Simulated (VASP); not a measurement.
Crystal: P.

```xyz
4
Lattice="4.2792 0.0000 0.0000 -2.1396 3.7059 0.0000 0.0000 0.0000 7.0606" Properties=species:S:1:pos:R:3 pbc="T T T"
P     0.0000    2.4706    3.0890
P     2.1396    1.2353    6.6193
P     2.1396    1.2353    3.9716
P     0.0000    2.4706    0.4413
```

This isn't the form of P at room conditions, which is orthorhombic.

```yaml
Program: VASP 6.6.1
Task: relaxation of cell and atoms
Functional: PBEsol
Potentials_or_basis: VASP PAW PBE potentials, release 64 (P)
Cutoff: 600 eV
k_mesh: 6 × 6 × 4
Occupations: gaussian, width 0.1 eV
Spin: no spin polarisation
```

At the start: pressure -10.3 GPa; volume 27.99 Å³/atom.

Problem. How do energy, volume and symmetry change on relaxing?

Solution. Over 24 steps the energy falls by 628.7 meV/atom and the volume is 16.50 Å³/atom (-41.1 %); space group P6_3/mmc (No. 194, to 0.1 Å) before, P6/mmm (No. 191, to 0.1 Å).

Step by step:
| step | energy change (eV) | largest force (eV/Å) | pressure (GPa) | volume (Å³) |
| --- | --- | --- | --- | --- |
| 1 | 0.0000 | 0.1471 | -10.32 | 111.97 |
| 2 | -1.1318 | 0.2120 | -1.86 | 85.21 |
| 3 | -1.1659 | 0.1797 | 0.18 | 81.09 |
| 4 | -1.1662 | 0.1764 | 0.49 | 80.54 |
| 5 | -1.3142 | 0.1186 | 0.08 | 79.94 |
| 6 | -1.4507 | 0.8946 | 2.00 | 78.94 |
| 7 | -1.5011 | 1.0737 | 1.87 | 79.32 |
| 8 | -1.5884 | 1.7748 | 2.11 | 80.30 |
| 9 | -1.6448 | 1.6392 | 1.34 | 80.79 |
| 10 | -1.7788 | 1.4679 | -0.44 | 82.22 |
| 11 | -1.9147 | 0.8516 | -3.91 | 84.92 |
| 12 | -1.9894 | 0.6155 | -4.21 | 83.77 |
| 13 | -2.1518 | 0.1817 | -4.86 | 80.39 |
| 14 | -2.3056 | 0.0179 | -3.99 | 73.89 |
| 15 | -1.9789 | 0.1473 | 7.11 | 61.88 |
| 16 | -2.3239 | 0.0519 | -2.87 | 71.77 |
| 17 | -2.4471 | 0.0738 | -2.09 | 68.45 |
| 18 | -2.4546 | 0.0198 | 5.45 | 62.53 |
| 19 | -2.5058 | 0.1315 | -0.12 | 65.99 |
| 20 | -2.5092 | 0.1200 | 0.82 | 65.15 |
| 21 | -2.5092 | 0.1228 | 0.75 | 65.27 |
| 22 | -2.5122 | 0.0938 | 0.39 | 65.54 |
| 23 | -2.5134 | 0.0603 | -0.02 | 65.87 |
| 24 | -2.5148 | 0.0337 | -0.18 | 66.00 |

Final structure:
```
CELL_PARAMETERS angstrom
4.02492 0.00000 0.00000
-2.01246 3.48568 0.00000
0.00000 0.00000 4.70450
ATOMIC_POSITIONS crystal
P 0.33333 0.66667 0.49867
P 0.66667 0.33333 0.99867
P 0.66667 0.33333 0.50133
P 0.33333 0.66667 0.00133
```

Caveat: the volume moved by over 15 % at a fixed basis, so the end points are rough; the highest band is partly filled, so the run has too few bands; the PAW data sets were made with another functional, which shifts forces and pressure a little.
